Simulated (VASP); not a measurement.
# ScSi3 (Pm-3m) in VASP: further runs

The runs below take ScSi3 through single point, with PBE.

Everything below comes from runs of VASP 6.6.1. Logs are shortened: lines on timing, memory, paths and dates and some standing lists are left out, and cuts for length are marked.

## (1) The cell of the first run

It takes space group Pm-3m (No. 221, cubic). The conventional cell has a = 4.018 Å, b = 4.018 Å, c = 4.018 Å, α = 90.00°, β = 90.00°, γ = 90.00°. Within 3.7 Å of Sc (site symmetry m-3m) lie 12 Si at 2.84 Å. Within 3.7 Å of Si (site symmetry 4/mmm) lie 4 Sc at 2.84 Å and 8 Si at 2.84 Å.

## (2) Single point, PBE (volume scaled by 1.040)

INCAR reads:

```
SYSTEM = ScSi3
ALGO     = Normal         ! electronic algorithm
EDIFF    = 1E-6           ! SCF threshold, eV
ENCUT    = 520            ! plane-wave cutoff, eV
GGA      = PE             ! functional
ISIF     = 2              ! what is computed and relaxed
ISMEAR   = 0              ! smearing method
LASPH    = .True.         ! aspherical terms in the spheres
LCHARG   = .True.         ! write CHGCAR
LELF     = .True.         ! ELF
LREAL    = .False.        ! projectors in reciprocal space
LVHAR    = .True.       
LWAVE    = .False.        ! write WAVECAR
NBANDS   = 20             ! bands
NELM     = 80             ! most SCF steps
PREC     = Accurate       ! precision mode
SIGMA    = 0.05           ! smearing width, eV
```

KPOINTS reads:

```
k-points
0
Gamma
  8 8 8
  0 0 0
```

POSCAR reads:

```
ScSi3
1.0
    4.0177376629      0.0000000000      0.0000000000
    0.0000000000      4.0177376629      0.0000000000
    0.0000000000      0.0000000000      4.0177376629
Sc Si
1 3
Direct
    0.0000000000      0.0000000000      0.0000000000
    0.0000000000      0.5000000000      0.5000000000
    0.5000000000      0.5000000000      0.0000000000
    0.5000000000      0.0000000000      0.5000000000
```

Potentials or basis: VASP PAW PBE potentials, release 64 (Sc_sv, Si).

Launch:

```console
$ cat potpaw_PBE.64/Sc_sv/POTCAR potpaw_PBE.64/Si/POTCAR > POTCAR
$ mpirun -np 1 vasp_std > vasp.out
```

OUTCAR:

```text
SYSTEM = ScSi3
   EDIFF = 1E-6
   ENCUT = 520
   GGA = PE
   ISIF = 2
   ISMEAR = 0
   LASPH = .True.
   LREAL = .False.
   NELM = 80
   PREC = Accurate

 ion  position               nearest neighbor table
   1  0.000  0.000  0.000-   2 2.84   3 2.84   4 2.84   2 2.84   4 2.84   2 2.84   3 2.84   2 2.84
                             3 2.84   4 2.84   4 2.84   3 2.84
   2  0.000  0.500  0.500-   1 2.84   3 2.84   4 2.84   1 2.84   3 2.84   1 2.84   4 2.84   1 2.84
                             3 2.84   4 2.84   3 2.84   4 2.84
   3  0.500  0.500  0.000-   1 2.84   2 2.84   4 2.84   2 2.84   4 2.84   1 2.84   4 2.84   4 2.84
                             1 2.84   2 2.84   2 2.84   1 2.84
   4  0.500  0.000  0.500-   1 2.84   2 2.84   3 2.84   1 2.84   3 2.84   2 2.84   3 2.84   3 2.84
                             1 2.84   2 2.84   1 2.84   2 2.84

  LATTYP: Found a simple cubic cell.
 ALAT       =     4.0177376629

  Lattice vectors:

 A1 = (   4.0177376629,   0.0000000000,   0.0000000000)
 A2 = (   0.0000000000,   4.0177376629,   0.0000000000)
 A3 = (   0.0000000000,   0.0000000000,   4.0177376629)

Analysis of symmetry for initial positions (statically):
=====================================================================
 Subroutine PRICEL returns:
 Original cell was already a primitive cell.

 Routine SETGRP: Setting up the symmetry group for a
 simple cubic supercell.

 Subroutine GETGRP returns: Found 48 space group operations
 (whereof 48 operations were pure point group operations)
 out of a pool of 48 trial point group operations.

The static configuration has the point symmetry O_h .

Analysis of symmetry for dynamics (positions and initial velocities):
=====================================================================
 Subroutine PRICEL returns:
 Original cell was already a primitive cell.

 Routine SETGRP: Setting up the symmetry group for a
 simple cubic supercell.

 Subroutine GETGRP returns: Found 48 space group operations
 (whereof 48 operations were pure point group operations)
 out of a pool of 48 trial point group operations.

The dynamic configuration has the point symmetry O_h .

 Subroutine INISYM returns: Found 48 space group operations
 (whereof 48 operations are pure point group operations),
 and found     1 'primitive' translations

----------------------------------------------------------------------------------------

                                     Primitive cell

  volume of cell :      64.8552

  direct lattice vectors                    reciprocal lattice vectors
     4.017737663  0.000000000  0.000000000     0.248896290  0.000000000  0.000000000
     0.000000000  4.017737663  0.000000000     0.000000000  0.248896290  0.000000000
     0.000000000  0.000000000  4.017737663     0.000000000  0.000000000  0.248896290

  length of vectors
     4.017737663  4.017737663  4.017737663     0.248896290  0.248896290  0.248896290

  position of ions in fractional coordinates (direct lattice)
     0.000000000  0.000000000  0.000000000
     0.000000000  0.500000000  0.500000000
     0.500000000  0.500000000  0.000000000
     0.500000000  0.000000000  0.500000000

  ion indices of the primitive-cell ions
   primitive index   ion index
                 1           1
                 2           2
                 3           3
                 4           4

----------------------------------------------------------------------------------------

 KPOINTS: k-points

Automatic generation of k-mesh.
 Grid dimensions read from file:
 generate k-points for:    8    8    8

 Generating k-lattice:

  Cartesian coordinates                     Fractional coordinates (reciprocal lattice)
     0.031112036  0.000000000  0.000000000     0.125000000  0.000000000  0.000000000
     0.000000000  0.031112036  0.000000000     0.000000000  0.125000000  0.000000000
     0.000000000  0.000000000  0.031112036     0.000000000  0.000000000  0.125000000

  Length of vectors
     0.031112036  0.031112036  0.031112036

  Shift w.r.t. Gamma in fractional coordinates (k-lattice)
     0.000000000  0.000000000  0.000000000

 Subroutine IBZKPT returns following result:
 ===========================================

 Found     35 irreducible k-points:

 Following reciprocal coordinates:
            Coordinates               Weight
  0.000000  0.000000  0.000000      1.000000
  0.125000  0.000000  0.000000      6.000000
  0.250000  0.000000  0.000000      6.000000
  0.375000  0.000000  0.000000      6.000000
  0.500000  0.000000  0.000000      3.000000
  0.125000  0.125000  0.000000     12.000000
[... 16 lines left out ...]
  0.375000  0.375000  0.125000     24.000000
  0.500000  0.375000  0.125000     24.000000
 [... further k-points ...]
   k-points           NKPTS =     35   k-points in BZ     NKDIM =     35   number of bands    NBANDS=     20
   number of dos      NEDOS =    301   number of ions     NIONS =      4
   total plane-waves  NPLWV =  27000
   dimension x,y,z NGX =    30 NGY =   30 NGZ =   30
   dimension x,y,z NGXF=    60 NGYF=   60 NGZF=   60
   ions per type =               1   3
   NGX,Y,Z   is equivalent  to a cutoff of  12.41, 12.41, 12.41 a.u.
   NGXF,Y,Z  is equivalent  to a cutoff of  24.83, 24.83, 24.83 a.u.
 SYSTEM =  ScSi3
   PREC   = accura    normal or accurate (medium, high low for compatibility)
   ISTART =      0    job   : 0-new  1-cont  2-samecut
   ICHARG =      2    charge: 1-file 2-atom 10-const
   ISPIN  =      1    spin polarized calculation?
   LNONCOLLINEAR =      F non collinear calculations
   LSORBIT =      F    spin-orbit coupling
   LASPH  =      T    aspherical Exc in radial PAW
   ENCUT  =  520.0 eV  38.22 Ry    6.18 a.u.   7.47  7.47  7.47*2*pi/ulx,y,z
   NELM   =     80;   NELMIN=  2; NELMDL= -5     # of ELM steps
   EDIFF  = 0.1E-05   stopping-criterion for ELM
   LREAL  =      F    real-space projection
   EDIFFG = 0.1E-04   stopping-criterion for IOM
   NSW    =      0    number of steps for IOM
   IBRION =     -1    ionic relax: 0-MD 1-quasi-New 2-CG
   NFREE  =      0    steps in history (QN), initial steepest desc. (CG)
   ISIF   =      2    stress and relaxation
   ISYM   =      2    0-nonsym 1-usesym 2-fastsym
   POTIM  = 0.5000    time-step for ionic-motion
   TEBEG  =    0.0;   TEEND  =   0.0 temperature during run
   PSTRESS=    0.0 pullay stress
   NELECT =      23.0000    total number of electrons
   NUPDOWN=      -1.0000    fix difference up-down
   EMIN   =  10.00;   EMAX   =-10.00  energy-range for DOS
   EFERMI =   0.00;   METHOD = LEGACY
   ISMEAR =     0;   SIGMA  =   0.05  broadening in eV -4-tet -1-fermi 0-gaus
   EFERMI_NEDOS =   21; number of points for ismear=-14 and -15
   IALGO  =     38    algorithm
   IMIX   =      4    mixing-type and parameters
     AMIX     =   0.40;   BMIX     =  1.00
     AMIX_MAG =   1.60;   BMIX_MAG =  1.00
  volume/ion in A,a.u.               =      16.21       109.42
  Fermi-wavevector in a.u.,A,eV,Ry     =   1.158784  2.189784 18.269640  1.342781
  Thomas-Fermi vector in A             =   2.295383
   LORBIT       =      0    0 simple, 1 ext, 2 COOP (PROOUT), +10 PAW based schemes
   GGA     = PE    functional components
   LHFCALC =     F    Hartree Fock is set to
   AEXX    =    0.0000 exact exchange contribution
   IVDW    =     0    specifies the selected vdW correction
   LEPSILON=     F    determine dielectric tensor
   LRPA    =     F    only Hartree local field effects (RPA)
 non-spin polarized calculation
 Gauss-broadening in eV      SIGMA  =   0.05
  energy-cutoff  :      520.00
  volume of cell :       64.86
 maximum number of plane-waves:      1775
 NGX is ok and might be reduce to    30
   NGX = 15   NGY = 15   NGZ = 15

 number of electron      23.0000008 magnetization

 Free energy of the ion-electron system (eV)
  ---------------------------------------------------
  ext. energy  EPLUGINS =         0.00000000
  ---------------------------------------------------
  free energy    TOTEN  =       -23.31004105 eV

  energy without entropy =      -23.30876654  energy(sigma->0) =      -23.30940379

 E-fermi :   8.4270     XC(G=0): -10.9670

 val. band max:        8.3897991380   @ k =   0.3750   0.1250   0.1250
 cond. band min:       8.4725051577   @ k =   0.5000   0.0000   0.0000
 fundamental gap:      0.0827060197
 Fermi energy:         8.4270472709

 k-point     1 :       0.0000    0.0000    0.0000
  band No.  band energies     occupation
      1     -41.0951      2.00000
      2     -19.7805      2.00000
      3     -19.7805      2.00000
      4     -19.7805      2.00000
      5      -4.1741      2.00000
      6       3.2461      2.00000
[... 12 lines left out ...]
     19      10.9931      0.00000
     20      14.4336      0.00000

 k-point     2 :       0.1250    0.0000    0.0000
  band No.  band energies     occupation
      1     -41.0948      2.00000
      2     -19.7867      2.00000
      3     -19.7800      2.00000
      4     -19.7800      2.00000
      5      -4.0314      2.00000
      6       2.2436      2.00000
[... 12 lines left out ...]
     19      12.4210      0.00000
     20      13.5966      0.00000

 k-point     3 :       0.2500    0.0000    0.0000
  band No.  band energies     occupation
      1     -41.0942      2.00000
      2     -19.8014      2.00000
      3     -19.7786      2.00000
      4     -19.7786      2.00000
      5      -3.6122      2.00000
      6       0.8001      2.00000
[... 12 lines left out ...]
     19      12.8576      0.00000
     20      13.2623      0.00000

 k-point     4 :       0.3750    0.0000    0.0000
  band No.  band energies     occupation
      1     -41.0936      2.00000
      2     -19.8161      2.00000
      3     -19.7773      2.00000
      4     -19.7773      2.00000
      5      -2.9587      2.00000
      6      -0.5196      2.00000
[... 429 lines left out ...]
 k-point    23 :       0.3750    0.3750    0.1250
  band No.  band energies     occupation
      1     -41.0920      2.00000
      2     -19.8104      2.00000
      3     -19.8096      2.00000
      4     -19.7796      2.00000
      5      -1.7459      2.00000
      6       0.3595      2.00000
[... 12 lines left out ...]
     19      13.1681      0.00000
     20      13.4953      0.00000

 k-point    24 :       0.5000    0.3750    0.1250
  band No.  band energies     occupation
      1     -41.0918      2.00000
      2     -19.8156      2.00000
      3     -19.8091      2.00000
      4     -19.7790      2.00000
      5      -1.2701      2.00000
      6      -0.1729      2.00000
[... 12 lines left out ...]
     19      13.6285      0.00000
     20      14.0116      0.00000

 [... further k-points ...]

------------------------ aborting loop because EDIFF is reached ----------------------------------------

  FORCE on cell =-STRESS in cart. coord.  units (eV):
  Direction    XX          YY          ZZ          XY          YZ          ZX
  --------------------------------------------------------------------------------------
  -------------------------------------------------------------------------------------
  Total       -1.3659189     -1.3659189     -1.3659189      0.0000000     -0.0000000      0.0000000
  in kB      -33.7435493    -33.7435493    -33.7435493      0.0000000     -0.0000000      0.0000000
  external PRESSURE =     -33.7435493 kB  Pullay stress =       0.0000000 kB

 VOLUME and BASIS-vectors are now :
 -----------------------------------------------------------------------------
  energy-cutoff  :      520.00
  volume of cell :       64.86
      direct lattice vectors                 reciprocal lattice vectors
     4.017737663  0.000000000  0.000000000     0.248896290  0.000000000  0.000000000
     0.000000000  4.017737663  0.000000000     0.000000000  0.248896290  0.000000000
     0.000000000  0.000000000  4.017737663     0.000000000  0.000000000  0.248896290

 POSITION                                       TOTAL-FORCE (eV/Angst)
 -----------------------------------------------------------------------------------
      0.00000      0.00000      0.00000         0.000000      0.000000      0.000000
      0.00000      2.00887      2.00887         0.000000      0.000000      0.000000
      2.00887      2.00887      0.00000         0.000000      0.000000      0.000000
      2.00887      0.00000      2.00887         0.000000      0.000000      0.000000
 -----------------------------------------------------------------------------------
    total drift:                                0.000000     -0.000000     -0.000000

  FREE ENERGIE OF THE ION-ELECTRON SYSTEM (eV)
  ---------------------------------------------------
  free  energy   TOTEN  =       -23.3100410454 eV

  energy  without entropy=      -23.3087665388  energy(sigma->0) =      -23.30940379
```

It took 26 s on 1 thread of Intel Xeon Platinum 8559C (Emerald Rapids), shared host; peak memory 0.18 GiB.

What came out:

* Free energy: -23.3100 eV
* Pressure: -3.4 GPa

Levels at points of the mesh, in eV from the Fermi level:
```tsv
k point	band 8	band 9	band 10	band 11	band 12	band 13	band 14	band 15
(0.00, 0.00, 0.00)	-3.86	-3.86	-3.86	0.73	0.76	0.76	0.76	2.54
(0.50, 0.00, 0.00)	-3.49	-3.41	-2.70	-0.84	-0.84	0.05	1.00	1.15
(0.50, 0.50, 0.00)	-5.91	-2.02	-2.02	-0.78	-0.58	0.98	0.98	1.66
(0.50, 0.50, 0.50)	-6.41	-4.71	-4.71	-4.71	0.57	2.19	2.19	3.18
```

Caveat: the cell differs from its parent crystal (volume scaled by 1.040).

## (3) Single point, PBE

This run uses another cell than the first one, of 16.66 Å³/atom, 1.028 times its volume.

Changes to INCAR since step 2:

```diff
@@ -14,3 +14,3 @@
 NBANDS   = 20             ! bands
-NELM     = 80             ! most SCF steps
+NELM     = 60             ! most SCF steps
 PREC     = Accurate       ! precision mode
```

KPOINTS is that of step 2.

POSCAR reads:

```
ScSi3
1.0
    4.0542606181      0.0000000000      0.0000000000
    0.0000000000      4.0542606181      0.0000000000
    0.0000000000      0.0000000000      4.0542606181
Sc Si
1 3
Direct
    0.0000000000      0.0000000000      0.0000000000
    0.0000000000      0.5000000000      0.5000000000
    0.5000000000      0.5000000000      0.0000000000
    0.5000000000      0.0000000000      0.5000000000
```

Potentials or basis: VASP PAW PBE potentials, release 64 (Sc_sv, Si).

Launch:

```console
$ cat potpaw_PBE.64/Sc_sv/POTCAR potpaw_PBE.64/Si/POTCAR > POTCAR
$ mpirun -np 1 vasp_std > vasp.out
```

It took 24 s on 1 thread of Intel Xeon Platinum 8559C (Emerald Rapids), shared host; peak memory 0.18 GiB.

The run converged. Its results:

```
Free energy : -23.2608 eV
Pressure    : -5.5 GPa
```

Levels at points of the mesh, in eV from the Fermi level:
```tsv
k point	band 8	band 9	band 10	band 11	band 12	band 13	band 14	band 15
(0.00, 0.00, 0.00)	-3.79	-3.79	-3.79	0.77	0.77	0.77	0.77	2.42
(0.50, 0.00, 0.00)	-3.40	-3.40	-2.61	-0.83	-0.83	0.08	0.90	1.13
(0.50, 0.50, 0.00)	-5.80	-1.96	-1.96	-0.73	-0.60	0.92	0.92	1.62
(0.50, 0.50, 0.50)	-6.24	-4.63	-4.63	-4.63	0.54	2.13	2.13	3.05
```

[end of part 1 of 2]
